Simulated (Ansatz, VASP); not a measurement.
## Ag in VASP and in Ansatz

The input POSCAR:

```
Ag
1.0
    0.0000000000      2.1452550000      2.1452550000
    2.1452550000      0.0000000000      2.1452550000
    2.1452550000      2.1452550000      0.0000000000
Ag
1
Direct
    0.0000000000      0.0000000000      0.0000000000
```

File INCAR.step1:

```
SYSTEM = Ag
ALGO = Normal
EDIFF = 1E-4
ENCUT = 520
GGA = PE
ISMEAR = 0
LASPH = .TRUE.
LCHARG = .FALSE.
LREAL = .FALSE.
LWAVE = .TRUE.
NBANDS = 12
NELM = 80
PREC = Accurate
SIGMA = 0.15
```

File INCAR.step2:

```
SYSTEM = Ag
ALGO = Normal
EDIFF = 1E-7
ENCUT = 520
ISIF = 2
ISMEAR = 0
ISTART = 1
LASPH = .TRUE.
LCHARG = .TRUE.
LELF = .TRUE.
LMIXTAU = .TRUE.
LREAL = .FALSE.
LVHAR = .TRUE.
LWAVE = .FALSE.
METAGGA = R2SCAN
NBANDS = 12
NELM = 80
PREC = Accurate
SIGMA = 0.15
```

KPOINTS

```
k-points
0
G
  20 20 20
  0 0 0
```

Input for Ansatz:

```yaml
crystal:
  lattice:
    - [0.0, 2.145255, 2.145255]
    - [2.145255, 0.0, 2.145255]
    - [2.145255, 2.145255, 0.0]
  atoms:
    - { symbol: Ag, position: [0.0, 0.0, 0.0] }
basis:
  ecutwfc: 500
kpoints:
  mp_grid: { grid: [20, 20, 20] }
hamiltonian:
  xc: r2scan
scf:
  occupations: { method: gaussian, width: 0.15 }
output:
  forces: true
  stress: true
  eigenvalues: true
```

Change from the starting cell: strain +0.050 along x and y, +0.050 along z, atoms carried along.

Alike in both runs: task single point; functional r2SCAN; k mesh 20 × 20 × 20; occupations gaussian, width 0.15 eV; no spin polarisation.

|  | VASP | Ansatz |
| --- | --- | --- |
| version | VASP 6.6.1 | Ansatz 0.2.0 |
| potentials or method | VASP PAW PBE potentials, release 64 (Ag), cutoff 520 eV | scalar-relativistic, plane waves, PAW |
| valence electrons in the cell | 11 | 19 |

```csv
,VASP,Ansatz,Ansatz less VASP
gap on the k mesh at the Fermi level (eV),none,none,-
pressure (GPa),-9.4,-9.4,+0.01
```

VASP's potentials were made for PBE, not for r2SCAN. A gap of «none» marks a metal or a gap that the smearing closes. VASP's potentials hold 11 valence electrons a cell and Ansatz's 19, so a difference there can come from the potentials and not from the codes.
